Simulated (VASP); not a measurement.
# LiCl (Fm-3m) in VASP: notebook

LiCl is run at these levels: r2SCAN, HSE06, PBE0; tasks: relaxation of cell and atoms, single point.

Program: VASP 6.6.1. These are calculated values, not measurements. Logs are shortened: lines on timing, memory, paths and dates and some standing lists are left out, and cuts for length are marked.

## (1) The cell of the first run

It takes space group Fm-3m (No. 225, cubic). Conventional cell: a = 5.150 Å, b = 5.150 Å, c = 5.150 Å, α = 90.00°, β = 90.00°, γ = 90.00°. Li (site symmetry m-3m) has 6 Cl at 2.58 Å within 3.4 Å. Within 3.4 Å of Cl (site symmetry m-3m) lie 6 Li at 2.58 Å.

## (2) Relaxation of cell and atoms, r2SCAN

Contents of POSCAR:

```
LiCl
1.0
    0.0000000000      2.5751358487      2.5751358487
    2.5751358487      0.0000000000      2.5751358487
    2.5751358487      2.5751358487      0.0000000000
Li Cl
1 1
Direct
    0.0000000000      0.0000000000      0.0000000000
    0.5000000000      0.5000000000      0.5000000000
```

Contents of INCAR.step1:

```
SYSTEM = LiCl
  PREC = Accurate
  ENCUT = 600
  ISMEAR = -1
  SIGMA = 0.02
  LREAL = .False.
  LASPH = .True.
  NELM = 60
  GGA = PE
  ALGO = Normal
  EDIFF = 1E-4
  LWAVE = .True.
  LCHARG = .False.
```

Contents of INCAR.step2:

```
SYSTEM = LiCl
  PREC = Accurate
  ENCUT = 600
  EDIFF = 1E-7
  ISMEAR = -1
  SIGMA = 0.02
  LREAL = .False.
  LASPH = .True.
  NELM = 60
  ALGO = Normal
  ISIF = 3
  LWAVE = .False.
  LCHARG = .False.
  METAGGA = R2SCAN
  LMIXTAU = .True.
  IBRION = 2
  NSW = 80
  EDIFFG = -0.005
  ISTART = 1
```

Contents of KPOINTS:

```
regular mesh
0
Gamma
  8 8 8
  0 0 0
```

Potentials or basis: VASP PAW PBE potentials, release 64 (Li_sv, Cl).

On the command line:

```sh
$ cat potpaw_PBE.64/Li_sv/POTCAR potpaw_PBE.64/Cl/POTCAR > POTCAR
$ cp INCAR.step1 INCAR
$ mpirun -np 1 vasp_std > vasp.out
$ cp INCAR.step2 INCAR
$ mpirun -np 1 vasp_std > vasp.out
```

OUTCAR:

```text
SYSTEM = LiCl
   PREC = Accurate
   ENCUT = 600
   EDIFF = 1E-7
   ISMEAR = -1
   LREAL = .False.
   LASPH = .True.
   NELM = 60
   ISIF = 3
   METAGGA = R2SCAN
   IBRION = 2
   NSW = 80
   EDIFFG = -0.005
   ISTART = 1

 ion  position               nearest neighbor table
   1  0.000  0.000  0.000-   2 2.58   2 2.58   2 2.58   2 2.58   2 2.58   2 2.58
   2  0.500  0.500  0.500-   1 2.58   1 2.58   1 2.58   1 2.58   1 2.58   1 2.58

  LATTYP: Found a face centered cubic cell.
 ALAT       =     5.1502716974

  Lattice vectors:

 A1 = (   0.0000000000,   2.5751358487,   2.5751358487)
 A2 = (   2.5751358487,   0.0000000000,   2.5751358487)
 A3 = (   2.5751358487,   2.5751358487,   0.0000000000)

Analysis of symmetry for initial positions (statically):
=====================================================================
 Subroutine PRICEL returns:
 Original cell was already a primitive cell.

 Routine SETGRP: Setting up the symmetry group for a
 face centered cubic supercell.

 Subroutine GETGRP returns: Found 48 space group operations
 (whereof 48 operations were pure point group operations)
 out of a pool of 48 trial point group operations.

The static configuration has the point symmetry O_h .

Analysis of symmetry for dynamics (positions and initial velocities):
=====================================================================
 Subroutine PRICEL returns:
 Original cell was already a primitive cell.

 Routine SETGRP: Setting up the symmetry group for a
 face centered cubic supercell.

 Subroutine GETGRP returns: Found 48 space group operations
 (whereof 48 operations were pure point group operations)
 out of a pool of 48 trial point group operations.

The dynamic configuration has the point symmetry O_h .

 Subroutine INISYM returns: Found 48 space group operations
 (whereof 48 operations are pure point group operations),
 and found     1 'primitive' translations

----------------------------------------------------------------------------------------

                                     Primitive cell

  volume of cell :      34.1531

  direct lattice vectors                    reciprocal lattice vectors
     0.000000000  2.575135849  2.575135849    -0.194164514  0.194164514  0.194164514
     2.575135849  0.000000000  2.575135849     0.194164514 -0.194164514  0.194164514
     2.575135849  2.575135849  0.000000000     0.194164514  0.194164514 -0.194164514

  length of vectors
     3.641792042  3.641792042  3.641792042     0.336302803  0.336302803  0.336302803

  position of ions in fractional coordinates (direct lattice)
     0.000000000  0.000000000  0.000000000
     0.500000000  0.500000000  0.500000000

[... 65 lines left out ...]
   NGXF,Y,Z  is equivalent  to a cutoff of  27.39, 27.39, 27.39 a.u.
 SYSTEM =  LiCl
   PREC   = accura    normal or accurate (medium, high low for compatibility)
   ISTART =      1    job   : 0-new  1-cont  2-samecut
   ICHARG =      0    charge: 1-file 2-atom 10-const
   ISPIN  =      1    spin polarized calculation?
   LNONCOLLINEAR =      F non collinear calculations
   LSORBIT =      F    spin-orbit coupling
   LASPH  =      T    aspherical Exc in radial PAW
   ENCUT  =  600.0 eV  44.10 Ry    6.64 a.u.   7.27  7.27  7.27*2*pi/ulx,y,z
   NELM   =     60;   NELMIN=  2; NELMDL=  0     # of ELM steps
   EDIFF  = 0.1E-06   stopping-criterion for ELM
   LREAL  =      F    real-space projection
   EDIFFG = -.5E-02   stopping-criterion for IOM
   NSW    =     80    number of steps for IOM
   IBRION =      2    ionic relax: 0-MD 1-quasi-New 2-CG
   NFREE  =      1    steps in history (QN), initial steepest desc. (CG)
   ISIF   =      3    stress and relaxation
   ISYM   =      2    0-nonsym 1-usesym 2-fastsym
   POTIM  = 0.5000    time-step for ionic-motion
   TEBEG  =    0.0;   TEEND  =   0.0 temperature during run
   PSTRESS=    0.0 pullay stress
   NELECT =      10.0000    total number of electrons
   NUPDOWN=      -1.0000    fix difference up-down
   EMIN   =  10.00;   EMAX   =-10.00  energy-range for DOS
   EFERMI =   0.00;   METHOD = LEGACY
   ISMEAR =    -1;   SIGMA  =   0.02  broadening in eV -4-tet -1-fermi 0-gaus
   EFERMI_NEDOS =   21; number of points for ismear=-14 and -15
   IALGO  =     38    algorithm
   IMIX   =      4    mixing-type and parameters
     AMIX     =   0.40;   BMIX     =  1.00
     AMIX_MAG =   1.60;   BMIX_MAG =  1.00
  volume/ion in A,a.u.               =      17.08       115.24
  Fermi-wavevector in a.u.,A,eV,Ry     =   1.087088  2.054298 16.078824  1.181760
  Thomas-Fermi vector in A             =   2.223239
   LORBIT       =      0    0 simple, 1 ext, 2 COOP (PROOUT), +10 PAW based schemes
   METAGGA = R2SCAN    functional components
   LHFCALC =     F    Hartree Fock is set to
   AEXX    =    0.0000 exact exchange contribution
   IVDW    =     0    specifies the selected vdW correction
   LEPSILON=     F    determine dielectric tensor
   LRPA    =     F    only Hartree local field effects (RPA)
 conjugate gradient relaxation of ions
 non-spin polarized calculation
  energy-cutoff  :      600.00
  volume of cell :       34.15
 maximum number of plane-waves:      1158
 NGX is ok and might be reduce to    30
   NGX = 15   NGY = 15   NGZ = 15

--------------------------------------- Ionic step        1  -------------------------------------------

 number of electron      10.0000006 magnetization

 Free energy of the ion-electron system (eV)
  ---------------------------------------------------
  ext. energy  EPLUGINS =         0.00000000
  ---------------------------------------------------
  free energy    TOTEN  =       -12.58543564 eV

  energy without entropy =      -12.58543564  energy(sigma->0) =      -12.58543564

 E-fermi :   0.5813     XC(G=0):  -9.1080

 val. band max:        0.0963752429   @ k =   0.0000   0.0000   0.0000
 cond. band min:       7.3138751799   @ k =   0.0000   0.0000   0.0000
 fundamental gap:      7.2174999369
 Fermi energy:         0.5813174650

 k-point     1 :       0.0000    0.0000    0.0000
  band No.  band energies     occupation
      1     -44.7310      2.00000
      2     -13.8438      2.00000
      3       0.0964      2.00000
      4       0.0964      2.00000
      5       0.0964      2.00000
      6       7.3139      0.00000
      7      12.7499      0.00000
      8      12.7499      0.00000
      9      12.7499      0.00000
[... 419 lines left out ...]
--------------------------------------- Ionic step        5  -------------------------------------------

 number of electron       9.9999997 magnetization

 Free energy of the ion-electron system (eV)
  ---------------------------------------------------
  ext. energy  EPLUGINS =         0.00000000
  ---------------------------------------------------
  free energy    TOTEN  =       -12.59107531 eV

  energy without entropy =      -12.59107531  energy(sigma->0) =      -12.59107531

 E-fermi :   0.8773     XC(G=0):  -9.2782

 val. band max:        0.3800217737   @ k =   0.0000   0.0000   0.0000
 cond. band min:       7.8418873716   @ k =   0.0000   0.0000   0.0000
 fundamental gap:      7.4618655979
 Fermi energy:         0.8773327554

 k-point     1 :       0.0000    0.0000    0.0000
  band No.  band energies     occupation
      1     -44.3964      2.00000
      2     -13.6941      2.00000
      3       0.3800      2.00000
      4       0.3800      2.00000
      5       0.3800      2.00000
      6       7.8419      0.00000
      7      13.0621      0.00000
      8      13.0621      0.00000
      9      13.0621      0.00000
[... 305 lines left out ...]
  FREE ENERGIE OF THE ION-ELECTRON SYSTEM (eV)
  ---------------------------------------------------
  free  energy   TOTEN  =       -12.5910753081 eV

  energy  without entropy=      -12.5910753081  energy(sigma->0) =      -12.59107531

 reached required accuracy - stopping structural energy minimisation
```

OSZICAR.step1:

```text
N       E                     dE             d eps       ncg     rms          rms(c)
DAV:   1     0.472781274912E+02    0.47278E+02   -0.47079E+03   522   0.114E+03
DAV:   2    -0.529420565331E+01   -0.52572E+02   -0.50782E+02   701   0.170E+02
DAV:   3    -0.741226413649E+01   -0.21181E+01   -0.21154E+01   657   0.412E+01
DAV:   4    -0.745145369290E+01   -0.39190E-01   -0.39148E-01   801   0.582E+00
DAV:   5    -0.745175636143E+01   -0.30267E-03   -0.30266E-03   702   0.506E-01    0.237E+00
DAV:   6    -0.738036822863E+01    0.71388E-01   -0.17805E-01   581   0.242E+00    0.171E+00
DAV:   7    -0.738154414859E+01   -0.11759E-02   -0.57714E-02   759   0.158E+00    0.920E-01
DAV:   8    -0.738585123623E+01   -0.43071E-02   -0.90357E-03   587   0.825E-01    0.144E-01
DAV:   9    -0.738583935332E+01    0.11883E-04   -0.30214E-04   653   0.159E-01
   1 F= -.73858394E+01 E0= -.73858394E+01  d E =-.244897E-11
```

Run time: 4.7 min. Hardware: 1 thread of Oxide Virtual Turin-like, shared host; peak memory 0.14 GiB.

Results:

```
Free energy                           : -12.5911 eV
Relaxed volume                        : 16.45 Å³/atom
Relaxed cell                          : a = 3.597 Å, b = 3.597 Å, c = 3.597 Å, α = 60.00°, β = 60.00°, γ = 60.00°
Space group after relaxing (to 0.1 Å) : Fm-3m (No. 225)
Energy gained by relaxing             : 2.8 meV/atom
Ionic steps                           : 5
Pressure after relaxing               : 0.0 GPa
Band gap on the k mesh                : 7.46 eV
```

Step by step:
```
step  energy change (eV)  largest force (eV/Å)  pressure (GPa)  volume (Å³)
   1              0.0000                0.0000           -1.19        34.15
   2             -0.0040                0.0000           -0.68        33.53
   3             -0.0051                0.0000           -0.36        33.24
   4             -0.0055                0.0000            0.30        32.65
   5             -0.0056                0.0000            0.01        32.91
```

Final structure:
```cif
data_structure
_symmetry_space_group_name_H-M 'P 1'
_symmetry_Int_Tables_number 1
_cell_length_a 3.5971
_cell_length_b 3.5971
_cell_length_c 3.5971
_cell_angle_alpha 60.000
_cell_angle_beta 60.000
_cell_angle_gamma 60.000
_cell_volume 32.91
loop_
_atom_site_label
_atom_site_type_symbol
_atom_site_fract_x
_atom_site_fract_y
_atom_site_fract_z
_atom_site_occupancy
Li1 Li 0.00000 0.00000 0.00000 1
Cl1 Cl 0.50000 0.50000 0.50000 1
```

Caveat: the cutoff is under 1.25 times the usual one of these potentials, so pressure, stress and relaxed cells hold a basis-set (Pulay) error; the PAW data sets were made with another functional, which shifts forces and pressure a little. r2SCAN opens gaps a little over a GGA but as a rule still falls short of measured ones.

## (3) Single point, HSE06

This run uses another cell than the first one, of 16.70 Å³/atom.

Contents of POSCAR:

```
LiCl
1.0
    0.0000000000      2.5560252152      2.5560252152
    2.5560252152      0.0000000000      2.5560252152
    2.5560252152      2.5560252152      0.0000000000
Li Cl
1 1
Direct
    0.0000000000      0.0000000000      0.0000000000
    0.5000000000      0.5000000000      0.5000000000
```

Contents of INCAR.step1:

```
SYSTEM = LiCl
PREC = Accurate
ENCUT = 520
EDIFF = 1E-5
ISMEAR = 0
SIGMA = 0.01
LREAL = .FALSE.
LASPH = .TRUE.
NELM = 80
ALGO = Normal
ISIF = 2
LWAVE = .TRUE.
LCHARG = .FALSE.
NBANDS = 12
GGA = PE
```

Contents of INCAR.step2:

```
SYSTEM = LiCl
PREC = Accurate
ENCUT = 520
EDIFF = 1E-6
ISMEAR = 0
SIGMA = 0.01
LREAL = .FALSE.
LASPH = .TRUE.
NELM = 80
ALGO = Normal
ISIF = 2
LWAVE = .FALSE.
LCHARG = .FALSE.
GGA = PE
LHFCALC = .TRUE.
HFSCREEN = 0.2079
PRECFOCK = Normal
NBANDS = 12
ISTART = 1
```

Contents of KPOINTS:

```
Automatic mesh
0
G
  6 6 6
  0 0 0
```

Potentials or basis: VASP PAW PBE potentials, release 64 (Li_sv, Cl).

On the command line:

```sh
$ cat potpaw_PBE.64/Li_sv/POTCAR potpaw_PBE.64/Cl/POTCAR > POTCAR
$ cp INCAR.step1 INCAR
$ mpirun -np 1 vasp_std > vasp.out
$ cp INCAR.step2 INCAR
$ mpirun -np 1 vasp_std > vasp.out
```

Wall time 15 min (1 thread of Oxide Virtual Turin-like, shared host); peak memory 0.23 GiB.

It converged, with:

- Free energy: -8.4594 eV
- Band gap on the k mesh: 7.79 eV

Levels at points of the mesh, in eV from the valence-band top:
```csv
k point,band 3,band 4,band 5,band 6,band 7,band 8
"(0.00, 0.00, 0.00)",0.00,0.00,0.00,7.79,13.47,13.47
"(0.50, 0.00, 0.00)",-3.09,-0.29,-0.29,8.13,11.00,11.00
"(0.50, 0.50, 0.00)",-3.16,-1.21,-1.21,9.32,9.61,14.23
```

Caveat: the cutoff is under 1.25 times the usual one of these potentials, so pressure, stress and relaxed cells hold a basis-set (Pulay) error; the PAW data sets were made with another functional, which shifts forces and pressure a little. A k mesh can miss the band edges.

## (4) Single point, PBE0

This run uses another cell than the first one, of 16.70 Å³/atom.

POSCAR is that of step 3.

Contents of INCAR.step1:

```
PREC = Accurate
ENCUT = 520
EDIFF = 1E-5
ISMEAR = 0
SIGMA = 0.01
LREAL = False
LASPH = True
NELM = 100
ALGO = Normal
ISIF = 2
LWAVE = True
LCHARG = False
NBANDS = 12
GGA = PE
```

Contents of INCAR.step2:

```
PREC = Accurate
ENCUT = 520
EDIFF = 1E-6
ISMEAR = 0
SIGMA = 0.01
LREAL = False
LASPH = True
NELM = 100
ALGO = Normal
ISIF = 2
LWAVE = False
LCHARG = False
GGA = PE
LHFCALC = True
AEXX = 0.25
PRECFOCK = Normal
NBANDS = 12
ISTART = 1
```

Contents of KPOINTS:

```
Automatic mesh
0
Gamma
  6 6 6
```

On the command line:

```sh
$ cat potpaw_PBE.64/Li_sv/POTCAR potpaw_PBE.64/Cl/POTCAR > POTCAR
$ cp INCAR.step1 INCAR
$ mpirun -np 1 vasp_std > vasp.out
$ cp INCAR.step2 INCAR
$ mpirun -np 1 vasp_std > vasp.out
```

Run time: 13 min. Hardware: 1 thread of Oxide Virtual Turin-like, shared host; peak memory 0.13 GiB.

It converged, with:

* Free energy: -8.9862 eV
* Band gap on the k mesh: 8.52 eV

Levels at points of the mesh, in eV from the valence-band top:
```csv
k point,band 1,band 2,band 3,band 4,band 5,band 6,band 7,band 8,band 9,band 10
"(0.00, 0.00, 0.00)",-46.28,-14.74,0.00,0.00,0.00,8.52,14.24,14.24,14.24,17.06
"(0.50, 0.00, 0.00)",-46.28,-14.10,-3.13,-0.29,-0.29,8.87,11.77,11.77,15.59,19.33
"(0.50, 0.50, 0.00)",-46.27,-13.82,-3.20,-1.22,-1.22,10.08,10.35,15.00,16.71,16.71
```

Caveat: the cutoff is under 1.25 times the usual one of these potentials, so pressure, stress and relaxed cells hold a basis-set (Pulay) error; the PAW data sets were made with another functional, which shifts forces and pressure a little. A k mesh can miss the band edges.

## (5) Summary

```tsv
task	level	cell	k mesh	cutoff (eV)	smearing	grid for exact exchange (PRECFOCK)	share of exact exchange	screening parameter	gap on the mesh (eV)
relaxation of cell and atoms	r2SCAN	relaxed from a = 3.642 Å, angles 60.0°, 2 atoms	8 × 8 × 8	600	fermi-dirac 0.02 eV	-	-	-	7.46
single point	HSE06	a = 3.615 Å, angles 60.0°, 2 atoms	6 × 6 × 6	520	gaussian 0.01 eV	Normal	0.25	0.2079 1/Å	7.79
single point	PBE0	a = 3.615 Å, angles 60.0°, 2 atoms	6 × 6 × 6	520	gaussian 0.01 eV	Normal	0.25	-	8.52
```

Alike in all rows: potentials or basis VASP PAW PBE potentials, release 64 (Li_sv, Cl); no spin polarisation.

Caveats: the cutoff is under 1.25 times the usual one of these potentials, so pressure, stress and relaxed cells hold a basis-set (Pulay) error; the PAW data sets were made with another functional, which shifts forces and pressure a little.

Absolute energies hang on the potentials; compare differences alone.
